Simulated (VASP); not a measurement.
BaTiO3:

```
Ba Ti O
1.0
     3.99980    0.00000    0.00000
     0.00000    3.99980    0.00000
     0.00000    0.00000    4.01800
Ba Ti O
1 1 3
Cartesian
  0.0000 0.0000 0.0000
  1.9999 1.9999 1.9688
  1.9999 1.9999 0.0763
  1.9999 0.0000 2.0773
  0.0000 1.9999 2.0773
```

Base run:

- Program: VASP 6.6.1
- Functional: PBE
- Potentials or basis: VASP PAW PBE potentials, release 64 (Ba_sv, Ti_sv, O_h)
- Cutoff: 910 eV
- k mesh: 4 × 4 × 4
- Occupations: gaussian, width 0.01 eV
- Spin: no spin polarisation

Its results: band gap on the k mesh 1.77 eV, indirect (least direct gap 2.05 eV); pressure 3.9 GPa; largest force 0.322 eV/Å.

Task: After a change of settings the same cell gave: band gap on the k mesh 1.80 eV, indirect (least direct gap 2.09 eV); pressure 8.2 GPa; largest force 0.319 eV/Å. Which change was it?
A. functional from PBE to r2SCAN; potentials or basis from VASP PAW PBE potentials, release 64 (Ba_sv, Ti_sv, O_h) to VASP PAW PBE potentials, release 64 (Ba_sv, Ti_sv, O); cutoff from 910 eV to 520 eV
B. potentials or basis from VASP PAW PBE potentials, release 64 (Ba_sv, Ti_sv, O_h) to VASP PAW PBE potentials, release 64 (Ba_sv, Ti_sv, O); cutoff from 910 eV to 520 eV
C. functional from PBE to RPBE
D. functional from PBE to r2SCAN

Result: C.

RPBE binds less tightly than PBE, so the same cell stands under more pressure.

Caveats: the cutoff is under 1.25 times the usual one of these potentials, so pressure, stress and relaxed cells hold a basis-set (Pulay) error; spin-orbit coupling is left out, which moves the levels of the heavy elements; the PAW data sets were made with another functional, which shifts forces and pressure a little (some runs).
